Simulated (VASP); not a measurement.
Mg3Co: single point with PBE+D3(BJ)

Mg3Co:

```
Mg Co
1.0
     0.00000    3.25418    3.25418
     3.25418    0.00000    3.25418
     3.25418    3.25418    0.00000
Mg Co
3 1
Direct
  0.25000 0.25000 0.25000
  0.50000 0.50000 0.50000
  0.75000 0.75000 0.75000
  0.00000 0.00000 0.00000
```

```json
{
 "Program": "VASP 6.6.1",
 "Task": "single point",
 "Functional": "PBE",
 "Dispersion": "D3(BJ)",
 "Potentials or basis": "VASP PAW PBE potentials, release 64 (Mg, Co)",
 "Cutoff": "520 eV",
 "k mesh": "7 × 7 × 7",
 "Occupations": "fermi-dirac, width 0.1 eV",
 "Spin": "collinear spin, ferromagnetic start",
 "Starting moments": "[0.01, 0.01, 0.01, 1.49] μB",
 "Fixed moment": "1.5 μB"
}
```

The pressure is -1.5 GPa, the net moment is 1.50 μB per cell and the site moments are Mg +0.00, +0.01; Co +1.33 μB. The valence electrons inside the program's atomic spheres are Mg 0.40; Co 7.97. The dispersion energy per atom is -0.343 eV.

It took 45 s on 1 thread of Intel(R) Xeon(R) Platinum 8488C (Sapphire Rapids) (shared host), peak memory 0.26 GiB.

Caveat: the total moment is fixed, so each spin has its own Fermi level.
